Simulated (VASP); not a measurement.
**Li2H: relaxation of cell and atoms with PBE**

Crystal: Li2H.

```xyz
6
Lattice="2.8070 0.0000 0.0000 -1.4035 2.4310 0.0000 0.0000 0.0000 10.2188" Properties=species:S:1:pos:R:3 pbc="T T T"
Li    0.0000    1.6206    3.8045
Li    1.4035    0.8103    8.9139
Li    0.0000    1.6206    1.3049
Li    1.4035    0.8103    6.4143
H     0.0000    0.0000    2.5547
H     0.0000    0.0000    7.6641
```

The cell was built from a structure type or drawn by symmetry, and may not be a known phase.

```json
{"Program": "VASP 6.6.1", "Task": "relaxation of cell and atoms", "Functional": "PBE", "Potentials or basis": "VASP PAW PBE potentials, release 64 (Li_sv, H)", "Cutoff": "600 eV", "k mesh": "15 × 15 × 4", "Occupations": "gaussian, width 0.1 eV", "Spin": "no spin polarisation", "Dipole correction": "no", "Further INCAR settings": "ALGO = Normal; EDIFF = 1e-06; IBRION = 2; EDIFFG = -0.01; NSW = 100; ISIF = 3"}
```

The relaxed volume is 11.61 Å³/atom. The relaxed cell is a = 2.806 Å, b = 2.806 Å, c = 10.221 Å, α = 90.00°, β = 90.00°, γ = 120.00°, the space group after relaxing (to 0.1 Å) is P6_3/mmc (No. 194) and the energy gained by relaxing is 0.0 meV/atom. The ionic steps are 2. The pressure after relaxing is -0.1 GPa, the largest force after relaxing is 0.009 eV/Å and the band gap on the k mesh is zero (bands 7 and 8 overlap by 4.17 eV).

Forces on the atoms (eV/Å):
```
Li   0.000  0.000 -0.009
Li   0.000  0.000 -0.009
Li   0.000  0.000  0.009
Li   0.000  0.000  0.009
H    0.000  0.000  0.000
H    0.000  0.000  0.000
```

Stress tensor (GPa, compression positive):
```
-0.10  0.00  0.00
 0.00 -0.10  0.00
 0.00  0.00  0.03
```

Final structure:
```cif
data_structure
_symmetry_space_group_name_H-M 'P 1'
_symmetry_Int_Tables_number 1
_cell_length_a 2.8056
_cell_length_b 2.8056
_cell_length_c 10.2206
_cell_angle_alpha 90.000
_cell_angle_beta 90.000
_cell_angle_gamma 120.000
_cell_volume 69.67
loop_
_atom_site_label
_atom_site_type_symbol
_atom_site_fract_x
_atom_site_fract_y
_atom_site_fract_z
_atom_site_occupancy
Li1 Li 0.33333 0.66667 0.37225 1
Li2 Li 0.66667 0.33333 0.87225 1
Li3 Li 0.33333 0.66667 0.12775 1
Li4 Li 0.66667 0.33333 0.62775 1
H1 H 0.00000 0.00000 0.25000 1
H2 H 0.00000 0.00000 0.75000 1
```

Levels at points of the mesh, in eV from the Fermi level:
```csv
k point,band 4,band 5,band 6,band 7,band 8,band 9,band 10,band 11
"(0.00, 0.00, 0.00)",-46.92,-7.21,-7.09,-3.13,-2.27,1.76,5.61,6.10
"(0.00, 0.00, 0.50)",-46.92,-7.15,-7.15,-2.75,-2.75,3.03,3.03,9.45
```

Wall time 35 s on 1 thread of Intel(R) Xeon(R) 6975P-C (Granite Rapids) (shared host), peak memory 0.24 GiB.

Caveat: the cutoff is under 1.25 times the usual one of these potentials, so pressure, stress and relaxed cells hold a basis-set (Pulay) error.
